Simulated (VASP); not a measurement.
# SnSe (Pnma) in VASP: single point with PBE

Aim: the single point of SnSe with PBE.

All numbers are computed with VASP 6.6.1; they aren't measurements. Logs are shortened: lines on timing, memory, paths and dates and some standing lists are left out, and cuts for length are marked.

## Step 1: The cell of the first run

Symmetry: Pnma, No. 62, orthorhombic system. Conventional cell: a = 11.579 Å, b = 4.127 Å, c = 4.567 Å, α = 90.00°, β = 90.00°, γ = 90.00°. Sn (site symmetry m) has 6 Se at 2.75 to 3.52 Å and 2 Sn at 3.59 Å within 3.6 Å. Within 3.6 Å of Se (site symmetry m) lie 6 Sn at 2.75 to 3.52 Å.

## Step 2: Single point, PBE

INCAR reads:

```
SYSTEM = SnSe
ALGO = Normal
EDIFF = 1E-6
ENCUT = 520
GGA = PE
ISIF = 2
ISMEAR = 0
LASPH = .TRUE.
LCHARG = .FALSE.
LREAL = .FALSE.
LWAVE = .FALSE.
NBANDS = 50
NELM = 80
PREC = Accurate
SIGMA = 0.01
```

KPOINTS reads:

```
k-points
0
G
  2 6 6
  0 0 0
```

POSCAR reads:

```
SnSe
1.0
   11.5794963537      0.0000000000      0.0000000000
    0.0000000000      4.1271461137      0.0000000000
    0.0000000000      0.0000000000      4.5666930816
Sn Se
4 4
Direct
    0.1187874285      0.2500000000      0.1129354395
    0.3812125715      0.7500000000      0.6129354395
    0.6187874285      0.2500000000      0.3870645605
    0.8812125715      0.7500000000      0.8870645605
    0.3531524635      0.2500000000      0.0119862357
    0.1468475365      0.7500000000      0.5119862357
    0.8531524635      0.2500000000      0.4880137643
    0.6468475365      0.7500000000      0.9880137643
```

Potentials or basis: VASP PAW PBE potentials, release 64 (Sn_d, Se).

Run with:

```sh
cat potpaw_PBE.64/Sn_d/POTCAR potpaw_PBE.64/Se/POTCAR > POTCAR
mpirun -np 1 vasp_std > vasp.out
```

OUTCAR:

```text
SYSTEM = SnSe
   EDIFF = 1E-6
   ENCUT = 520
   GGA = PE
   ISIF = 2
   ISMEAR = 0
   LASPH = .TRUE.
   LREAL = .FALSE.
   NELM = 80
   PREC = Accurate

 ion  position               nearest neighbor table
   1  0.119  0.250  0.113-   5 2.75   6 2.77   6 2.77   4 3.59   4 3.59
   2  0.381  0.750  0.613-   6 2.75   5 2.77   5 2.77   3 3.59   3 3.59
   3  0.619  0.250  0.387-   7 2.75   8 2.77   8 2.77   2 3.59   2 3.59
   4  0.881  0.750  0.887-   8 2.75   7 2.77   7 2.77   1 3.59   1 3.59
   5  0.353  0.250  0.012-   1 2.75   2 2.77   2 2.77
   6  0.147  0.750  0.512-   2 2.75   1 2.77   1 2.77
   7  0.853  0.250  0.488-   3 2.75   4 2.77   4 2.77
   8  0.647  0.750  0.988-   4 2.75   3 2.77   3 2.77

  LATTYP: Found a simple orthorhombic cell.
 ALAT       =     4.1271461137
 B/A-ratio  =     1.1065014312
 C/A-ratio  =     2.8056909144

  Lattice vectors:

 A1 = (   0.0000000000,   4.1271461137,   0.0000000000)
 A2 = (   0.0000000000,   0.0000000000,   4.5666930816)
 A3 = (  11.5794963537,   0.0000000000,   0.0000000000)

Analysis of symmetry for initial positions (statically):
=====================================================================
 Subroutine PRICEL returns:
 Original cell was already a primitive cell.

 Routine SETGRP: Setting up the symmetry group for a
 simple orthorhombic supercell.

 Subroutine GETGRP returns: Found  8 space group operations
 (whereof  2 operations were pure point group operations)
 out of a pool of  8 trial point group operations.

The static configuration has the point symmetry S_2 .
 The point group associated with its full space group is D_2h.

Analysis of symmetry for dynamics (positions and initial velocities):
=====================================================================
 Subroutine PRICEL returns:
 Original cell was already a primitive cell.

 Routine SETGRP: Setting up the symmetry group for a
 simple orthorhombic supercell.

 Subroutine GETGRP returns: Found  8 space group operations
 (whereof  2 operations were pure point group operations)
 out of a pool of  8 trial point group operations.

The dynamic configuration has the point symmetry S_2 .
 The point group associated with its full space group is D_2h.

 Subroutine INISYM returns: Found  8 space group operations
 (whereof  2 operations are pure point group operations),
 and found     1 'primitive' translations

----------------------------------------------------------------------------------------

                                     Primitive cell

  volume of cell :     218.2435

  direct lattice vectors                    reciprocal lattice vectors
    11.579496354  0.000000000  0.000000000     0.086359542  0.000000000  0.000000000
     0.000000000  4.127146114  0.000000000     0.000000000  0.242298182  0.000000000
     0.000000000  0.000000000  4.566693082     0.000000000  0.000000000  0.218976836

  length of vectors
    11.579496354  4.127146114  4.566693082     0.086359542  0.242298182  0.218976836

  position of ions in fractional coordinates (direct lattice)
     0.118787428  0.250000000  0.112935439
     0.381212572  0.750000000  0.612935439
     0.618787428  0.250000000  0.387064561
     0.881212572  0.750000000  0.887064561
     0.353152464  0.250000000  0.011986236
     0.146847536  0.750000000  0.511986236
     0.853152464  0.250000000  0.488013764
     0.646847536  0.750000000  0.988013764

  ion indices of the primitive-cell ions
   primitive index   ion index
                 1           1
                 2           2
                 3           3
                 4           4
                 5           5
                 6           6
                 7           7
                 8           8

----------------------------------------------------------------------------------------

 KPOINTS: k-points

Automatic generation of k-mesh.
 Grid dimensions read from file:
 generate k-points for:    2    6    6

 Generating k-lattice:

  Cartesian coordinates                     Fractional coordinates (reciprocal lattice)
     0.043179771  0.000000000  0.000000000     0.500000000  0.000000000  0.000000000
     0.000000000  0.040383030  0.000000000     0.000000000  0.166666667  0.000000000
     0.000000000  0.000000000  0.036496139     0.000000000  0.000000000  0.166666667

  Length of vectors
     0.043179771  0.040383030  0.036496139

  Shift w.r.t. Gamma in fractional coordinates (k-lattice)
     0.000000000  0.000000000  0.000000000

 Subroutine IBZKPT returns following result:
 ===========================================

 Found     32 irreducible k-points:

 Following reciprocal coordinates:
            Coordinates               Weight
  0.000000  0.000000  0.000000      1.000000
  0.500000  0.000000  0.000000      1.000000
  0.000000  0.166667  0.000000      2.000000
  0.500000  0.166667  0.000000      2.000000
  0.000000  0.333333  0.000000      2.000000
  0.500000  0.333333  0.000000      2.000000
[... 16 lines left out ...]
  0.000000  0.500000  0.333333      2.000000
  0.500000  0.500000  0.333333      2.000000
 [... further k-points ...]
   k-points           NKPTS =     32   k-points in BZ     NKDIM =     32   number of bands    NBANDS=     50
   number of dos      NEDOS =    301   number of ions     NIONS =      8
   total plane-waves  NPLWV = 103680
   dimension x,y,z NGX =    90 NGY =   32 NGZ =   36
   dimension x,y,z NGXF=   180 NGYF=   64 NGZF=   72
   ions per type =               4   4
   NGX,Y,Z   is equivalent  to a cutoff of  12.92, 12.89, 13.11 a.u.
   NGXF,Y,Z  is equivalent  to a cutoff of  25.84, 25.78, 26.21 a.u.
 SYSTEM =  SnSe
   PREC   = accura    normal or accurate (medium, high low for compatibility)
   ISTART =      0    job   : 0-new  1-cont  2-samecut
   ICHARG =      2    charge: 1-file 2-atom 10-const
   ISPIN  =      1    spin polarized calculation?
   LNONCOLLINEAR =      F non collinear calculations
   LSORBIT =      F    spin-orbit coupling
   LASPH  =      T    aspherical Exc in radial PAW
   ENCUT  =  520.0 eV  38.22 Ry    6.18 a.u.  21.53  7.67  8.49*2*pi/ulx,y,z
   NELM   =     80;   NELMIN=  2; NELMDL= -5     # of ELM steps
   EDIFF  = 0.1E-05   stopping-criterion for ELM
   LREAL  =      F    real-space projection
   EDIFFG = 0.1E-04   stopping-criterion for IOM
   NSW    =      0    number of steps for IOM
   IBRION =     -1    ionic relax: 0-MD 1-quasi-New 2-CG
   NFREE  =      0    steps in history (QN), initial steepest desc. (CG)
   ISIF   =      2    stress and relaxation
   ISYM   =      2    0-nonsym 1-usesym 2-fastsym
   POTIM  = 0.5000    time-step for ionic-motion
   TEBEG  =    0.0;   TEEND  =   0.0 temperature during run
   PSTRESS=    0.0 pullay stress
   NELECT =      80.0000    total number of electrons
   NUPDOWN=      -1.0000    fix difference up-down
   EMIN   =  10.00;   EMAX   =-10.00  energy-range for DOS
   EFERMI =   0.00;   METHOD = LEGACY
   ISMEAR =     0;   SIGMA  =   0.01  broadening in eV -4-tet -1-fermi 0-gaus
   EFERMI_NEDOS =   21; number of points for ismear=-14 and -15
   IALGO  =     38    algorithm
   IMIX   =      4    mixing-type and parameters
     AMIX     =   0.40;   BMIX     =  1.00
     AMIX_MAG =   1.60;   BMIX_MAG =  1.00
  volume/ion in A,a.u.               =      27.28       184.10
  Fermi-wavevector in a.u.,A,eV,Ry     =   1.171632  2.214063 18.676995  1.372720
  Thomas-Fermi vector in A             =   2.308072
   LORBIT       =      0    0 simple, 1 ext, 2 COOP (PROOUT), +10 PAW based schemes
   GGA     = PE    functional components
   LHFCALC =     F    Hartree Fock is set to
   AEXX    =    0.0000 exact exchange contribution
   IVDW    =     0    specifies the selected vdW correction
   LEPSILON=     F    determine dielectric tensor
   LRPA    =     F    only Hartree local field effects (RPA)
 non-spin polarized calculation
 Gauss-broadening in eV      SIGMA  =   0.01
  energy-cutoff  :      520.00
  volume of cell :      218.24
 maximum number of plane-waves:      5925
 NGX is ok and might be reduce to    90
   NGX = 43   NGY = 15   NGZ = 17

 number of electron      80.0000006 magnetization

 Free energy of the ion-electron system (eV)
  ---------------------------------------------------
  ext. energy  EPLUGINS =         0.00000000
  ---------------------------------------------------
  free energy    TOTEN  =       -32.79706224 eV

  energy without entropy =      -32.79706224  energy(sigma->0) =      -32.79706224

 E-fermi :   5.2567     XC(G=0):  -9.5824

 val. band max:        5.1801655746   @ k =   0.0000   0.0000   0.3333
 cond. band min:       5.8134292749   @ k =   0.0000   0.3333   0.0000
 fundamental gap:      0.6332637003
 Fermi energy:         5.2566552327

 k-point     1 :       0.0000    0.0000    0.0000
  band No.  band energies     occupation
      1     -16.1073      2.00000
      2     -16.0947      2.00000
      3     -16.0915      2.00000
      4     -16.0867      2.00000
      5     -16.0859      2.00000
      6     -16.0832      2.00000
[... 42 lines left out ...]
     49       9.8373      0.00000
     50      10.0986      0.00000

 k-point     2 :       0.5000    0.0000    0.0000
  band No.  band energies     occupation
      1     -16.1024      2.00000
      2     -16.1024      2.00000
      3     -16.0879      2.00000
      4     -16.0879      2.00000
      5     -16.0855      2.00000
      6     -16.0855      2.00000
[... 42 lines left out ...]
     49       9.9895      0.00000
     50       9.9895      0.00000

 k-point     3 :       0.0000    0.1667    0.0000
  band No.  band energies     occupation
      1     -16.1016      2.00000
      2     -16.0938      2.00000
      3     -16.0895      2.00000
      4     -16.0863      2.00000
      5     -16.0854      2.00000
      6     -16.0839      2.00000
[... 42 lines left out ...]
     49       9.3090      0.00000
     50      10.1895      0.00000

 k-point     4 :       0.5000    0.1667    0.0000
  band No.  band energies     occupation
      1     -16.0980      2.00000
      2     -16.0980      2.00000
      3     -16.0883      2.00000
      4     -16.0883      2.00000
      5     -16.0842      2.00000
      6     -16.0842      2.00000
[... 999 lines left out ...]
 k-point    23 :       0.0000    0.5000    0.3333
  band No.  band energies     occupation
      1     -16.1065      2.00000
      2     -16.1065      2.00000
      3     -16.1012      2.00000
      4     -16.1012      2.00000
      5     -16.0774      2.00000
      6     -16.0774      2.00000
[... 42 lines left out ...]
     49       9.9374      0.00000
     50       9.9374      0.00000

 k-point    24 :       0.5000    0.5000    0.3333
  band No.  band energies     occupation
      1     -16.1039      2.00000
      2     -16.1039      2.00000
      3     -16.1039      2.00000
      4     -16.1039      2.00000
      5     -16.0751      2.00000
      6     -16.0751      2.00000
[... 42 lines left out ...]
     49      10.7786      0.00000
     50      10.7786      0.00000

 [... further k-points ...]

------------------------ aborting loop because EDIFF is reached ----------------------------------------

  FORCE on cell =-STRESS in cart. coord.  units (eV):
  Direction    XX          YY          ZZ          XY          YZ          ZX
  --------------------------------------------------------------------------------------
  -------------------------------------------------------------------------------------
  Total        2.8988068      3.0736634      2.5004483      0.0000000     -0.0000000      0.0000000
  in kB       21.2808274     22.5644917     18.3563839      0.0000000     -0.0000000      0.0000000
  external PRESSURE =      20.7339010 kB  Pullay stress =       0.0000000 kB

 VOLUME and BASIS-vectors are now :
 -----------------------------------------------------------------------------
  energy-cutoff  :      520.00
  volume of cell :      218.24
      direct lattice vectors                 reciprocal lattice vectors
    11.579496354  0.000000000  0.000000000     0.086359542  0.000000000  0.000000000
     0.000000000  4.127146114  0.000000000     0.000000000  0.242298182  0.000000000
     0.000000000  0.000000000  4.566693082     0.000000000  0.000000000  0.218976836

 POSITION                                       TOTAL-FORCE (eV/Angst)
 -----------------------------------------------------------------------------------
      1.37550      1.03179      0.51574        -0.163843      0.000000     -0.152784
      4.41425      3.09536      2.79909         0.163843      0.000000     -0.152784
      7.16525      1.03179      1.76761        -0.163843     -0.000000      0.152784
     10.20400      3.09536      4.05095         0.163843      0.000000      0.152784
      4.08933      1.03179      0.05474         0.128640     -0.000000      0.163302
      1.70042      3.09536      2.33808        -0.128640     -0.000000      0.163302
      9.87908      1.03179      2.22861         0.128640     -0.000000     -0.163302
      7.49017      3.09536      4.51196        -0.128640     -0.000000     -0.163302
 -----------------------------------------------------------------------------------
    total drift:                                0.000000      0.000000      0.000000

  FREE ENERGIE OF THE ION-ELECTRON SYSTEM (eV)
  ---------------------------------------------------
  free  energy   TOTEN  =       -32.7970622435 eV

  energy  without entropy=      -32.7970622435  energy(sigma->0) =      -32.79706224
```

Run time: 7 min. Hardware: 1 thread of AMD EPYC 7R43 (Zen 3), shared host; peak memory 0.43 GiB.

What came out:

* Free energy: -32.7971 eV
* Pressure: 2.1 GPa
* Largest force: 0.224 eV/Å
* Band gap on the k mesh: 0.63 eV (least direct gap 0.91 eV)

Forces on the atoms (eV/Å):
```
Sn  -0.164  0.000 -0.153
Sn   0.164  0.000 -0.153
Sn  -0.164  0.000  0.153
Sn   0.164  0.000  0.153
Se   0.129  0.000  0.163
Se  -0.129  0.000  0.163
Se   0.129  0.000 -0.163
Se  -0.129  0.000 -0.163
```

Stress tensor (GPa, compression positive):
```
2.13 0.00 0.00
0.00 2.26 0.00
0.00 0.00 1.84
```

Levels at points of the mesh, in eV from the valence-band top:
```tsv
k point	band 38	band 39	band 40	band 41	band 42	band 43
(0.00, 0.00, 0.00)	-1.02	-0.69	-0.31	0.82	2.74	2.83
(0.50, 0.00, 0.00)	-1.73	-0.46	-0.46	2.53	2.53	2.54
(0.00, 0.50, 0.00)	-0.97	-0.96	-0.96	1.16	1.16	1.32
(0.50, 0.50, 0.00)	-1.11	-1.11	-1.11	1.50	1.50	1.50
(0.00, 0.00, 0.50)	-0.85	-0.15	-0.15	1.33	1.33	1.83
(0.50, 0.00, 0.50)	-0.52	-0.16	-0.16	1.33	1.33	1.82
(0.00, 0.50, 0.50)	-2.13	-1.33	-1.33	2.69	2.69	2.98
(0.50, 0.50, 0.50)	-1.42	-1.42	-1.42	2.49	2.49	2.49
```

Caveat: spin-orbit coupling is left out, which moves the levels of the heavy elements. A k mesh can miss the band edges.
